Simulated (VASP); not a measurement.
Crystal: Ni.

```
Ni
1.0
    -1.38372    1.38372    1.38372
     1.38372   -1.38372    1.38372
     1.38372    1.38372   -1.38372
Ni
1
Direct
  0.00000 0.00000 0.00000
```

Base run:

| Quantity | Value |
| --- | --- |
| Program | VASP 6.6.1 |
| Functional | r2SCAN |
| Potentials or basis | VASP PAW PBE potentials, release 64 (Ni) |
| Cutoff | 520 eV |
| k mesh | 15 × 15 × 15 |
| Occupations | fermi-dirac, width 0.1 eV |
| Spin | collinear spin, ferromagnetic start |
| Starting moments | [2.0] μB |

Its results: pressure 0.4 GPa; net moment 0.65 μB per cell; site moments Ni +0.66 μB.

Problem. The run is repeated on the same cell with these changes: functional from r2SCAN to LDA; potentials or basis from VASP PAW PBE potentials, release 64 (Ni) to VASP PAW LDA potentials, release 64 (Ni). What comes out?

Solution. Pressure -11.2 GPa; net moment 0.17 μB per cell; site moments Ni +0.16 μB.

Caveats: the PAW data sets were made with another functional, which shifts forces and pressure a little (some runs).
